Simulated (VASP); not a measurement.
Here is a VASP 6.6.1 calculation.

File INCAR:

```
SYSTEM = Cd5HgO6
PREC = Accurate
ENCUT = 520
EDIFF = 1E-6
ISMEAR = 0
SIGMA = 0.2
LREAL = .False.
LASPH = .True.
NELM = 100
ALGO = Normal
ISIF = 2
LWAVE = .False.
LCHARG = .False.
GGA = PE
NBANDS = 66
```

File KPOINTS:

```
regular mesh
0
Gamma
  4 6 6
  0 0 0
```

Contents of POSCAR:

```
Cd5HgO6
1.0
    0.0000000000      0.0000000000      4.7756556000
   -4.7795496000      0.0000000000      0.0000000000
    2.3897748000     -7.2482704000      0.0000000000
Cd Hg O
5 1 6
Direct
    0.0000000000      0.8319690000      0.6639380000
    0.0000000000      0.1680310000      0.3360620000
    0.0000000000      0.5000000000      0.0000000000
    0.5000000000      0.3337440000      0.6674880000
    0.5000000000      0.6662560000      0.3325120000
    0.5000000000      0.0000000000      0.0000000000
    0.5000000000      0.1716930000      0.3433860000
    0.5000000000      0.5000000000      0.0000000000
    0.5000000000      0.8283070000      0.6566140000
    0.0000000000      0.6647310000      0.3294620000
    0.0000000000      0.0000000000      0.0000000000
    0.0000000000      0.3352690000      0.6705380000
```

Potentials or basis: VASP PAW PBE potentials, release 64 (Cd, Hg, O).

Command:

```bash
$ cat potpaw_PBE.64/Cd/POTCAR potpaw_PBE.64/Hg/POTCAR potpaw_PBE.64/O/POTCAR > POTCAR
$ mpirun -np 1 vasp_std > vasp.out
```

Question: What does it give for the band gap on the k mesh?

Answer: Zero (bands 54 and 55 overlap by 1.44 eV).

Question: What does it give for the largest force?

Answer: 0.020 eV/Å.

Question: Predict the pressure.

Answer: 1.1 GPa.

Stress tensor (GPa, compression positive):
```
1.23 0.00 0.00
0.00 1.03 0.00
0.00 0.00 1.12
```

Caveat: spin-orbit coupling is left out, which moves the levels of the heavy elements.
